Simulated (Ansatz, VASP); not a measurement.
Nb in VASP and in Ansatz

```
Nb
1.0
     0.00000    2.21866    2.21866
     2.21866    0.00000    2.21866
     2.21866    2.21866    0.00000
Nb
1
Direct
  0.00000 0.00000 0.00000
```

Alike in both runs: task single point; functional BLYP; k mesh 14 × 14 × 14; occupations fermi-dirac, width 0.1 eV; no spin polarisation.

|  | VASP | Ansatz |
| --- | --- | --- |
| version | VASP 6.6.1 | Ansatz 0.2.0 |
| potentials or method | VASP PAW PBE potentials, release 64 (Nb_sv), cutoff 520 eV | plane waves (420 eV) with PAW, scalar-relativistic |
| valence electrons in the cell | 13 | 13 |

|  | VASP | Ansatz | Ansatz less VASP |
| --- | --- | --- | --- |
| pressure (GPa) | -13.8 | -13.8 | +0.03 |

VASP's potentials were made for PBE, not for BLYP. With one functional, cell and mesh, what is left measures potentials, basis and numerics.
